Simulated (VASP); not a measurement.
A run of VASP 6.6.1 is set up as follows.

The input POSCAR:

```
Ru
1.0
    0.0000000000      1.9117650000      1.9117650000
    1.9117650000      0.0000000000      1.9117650000
    1.9117650000      1.9117650000      0.0000000000
Ru
1
Direct
    0.0000000000      0.0000000000      0.0000000000
```

Contents of INCAR.step1:

```
SYSTEM = Ru
ALGO     = Normal         ! electronic algorithm
EDIFF    = 1E-5           ! SCF threshold, eV
ENCUT    = 550            ! plane-wave cutoff, eV
GGA      = PE             ! functional
GGA_COMPAT= .FALSE.      
ISMEAR   = -5             ! smearing method
LASPH    = .TRUE.         ! aspherical terms in the spheres
LCHARG   = .FALSE.        ! write CHGCAR
LREAL    = .FALSE.        ! projectors in reciprocal space
LWAVE    = .TRUE.         ! write WAVECAR
NBANDS   = 13             ! bands
NELM     = 120            ! most SCF steps
PREC     = Accurate       ! precision mode
SIGMA    = 0.1            ! smearing width, eV
```

Contents of INCAR.step2:

```
SYSTEM = Ru
ALGO     = Normal         ! electronic algorithm
EDIFF    = 1E-6           ! SCF threshold, eV
ENCUT    = 550            ! plane-wave cutoff, eV
GGA_COMPAT= .FALSE.      
ISIF     = 2              ! what is computed and relaxed
ISMEAR   = -5             ! smearing method
ISTART   = 1            
LASPH    = .TRUE.         ! aspherical terms in the spheres
LCHARG   = .FALSE.        ! write CHGCAR
LMIXTAU  = .TRUE.       
LREAL    = .FALSE.        ! projectors in reciprocal space
LWAVE    = .FALSE.        ! write WAVECAR
METAGGA  = R2SCAN         ! meta-GGA
NBANDS   = 13             ! bands
NELM     = 120            ! most SCF steps
PREC     = Accurate       ! precision mode
SIGMA    = 0.1            ! smearing width, eV
```

KPOINTS

```
k-points
0
G
  11 11 11
  0 0 0
```

Potentials or basis: VASP PAW PBE potentials, release 64 (Ru_pv).

The run is started by

```console
$ cat potpaw_PBE.64/Ru_pv/POTCAR > POTCAR
$ cp INCAR.step1 INCAR
$ mpirun -np 1 vasp_std > vasp.out
$ cp INCAR.step2 INCAR
$ mpirun -np 1 vasp_std > vasp.out
```

(1) Predict the pressure.

(2) Predict the band gap on the k mesh.

## Answers

(1) -8.3 GPa.

(2) zero (band 7 reaches 14.18 eV, above the bottom of band 8 at 10.81 eV).

Caveat: the PAW data sets were made with another functional, which shifts forces and pressure a little; tetrahedron occupations give inexact forces and stress in metals.
